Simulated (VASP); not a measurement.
Set up this calculation in VASP 6.6.1, as the native input.

| Quantity | Value |
| --- | --- |
| Task | single point |
| Functional | PBE |
| Potentials or basis | VASP PAW PBE potentials, release 64 (Mg, Cd, Se) |
| Cutoff | 520 eV |
| k mesh | 6 × 6 × 4 |
| Occupations | gaussian, width 0.1 eV |
| Spin | no spin polarisation |
| Dipole correction | no |
| Further INCAR settings | ALGO = Normal; EDIFF = 1e-06; NBANDS = 17 |

The structure of MgCdSe lies in POSCAR:

```
MgCdSe
1.0
    4.7748226465      0.0000000033      0.0000000000
   -2.3874113261      4.1351177088      0.0000000000
    0.0000000000      0.0000000000      3.6044031983
Mg Cd Se
1 1 1
Direct
    0.6666666667      0.3333333333      0.5000000000
    0.3333333333      0.6666666667      0.0000000000
    0.0000000000      0.0000000000      0.0000000000
```

One way to write it, as run:

INCAR

```
SYSTEM = MgCdSe
ALGO = Normal
EDIFF = 1E-6
ENCUT = 520
GGA = PE
ISIF = 2
ISMEAR = 0
LASPH = .TRUE.
LCHARG = .TRUE.
LELF = .TRUE.
LREAL = .FALSE.
LVHAR = .TRUE.
LWAVE = .FALSE.
NBANDS = 17
NELM = 100
PREC = Accurate
SIGMA = 0.1
```

KPOINTS

```
k-points
0
G
  6 6 4
  0 0 0
```

Potentials or basis: VASP PAW PBE potentials, release 64 (Mg, Cd, Se).

Command:

```sh
$ cat potpaw_PBE.64/Mg/POTCAR potpaw_PBE.64/Cd/POTCAR potpaw_PBE.64/Se/POTCAR > POTCAR
$ mpirun -np 1 vasp_std > vasp.out
```

Results of the run:

```yaml
Pressure: 0.3 GPa
Band_gap_on_the_k_mesh: zero (band 10 reaches 4.16 eV, above the bottom of band 11 at 3.02 eV)
```

Caveat: the k points lie up to 0.44 Å⁻¹ apart.

It took 20 s on 1 thread of Intel Xeon 6975P-C, with other jobs on the host, peak memory 0.2 GiB.
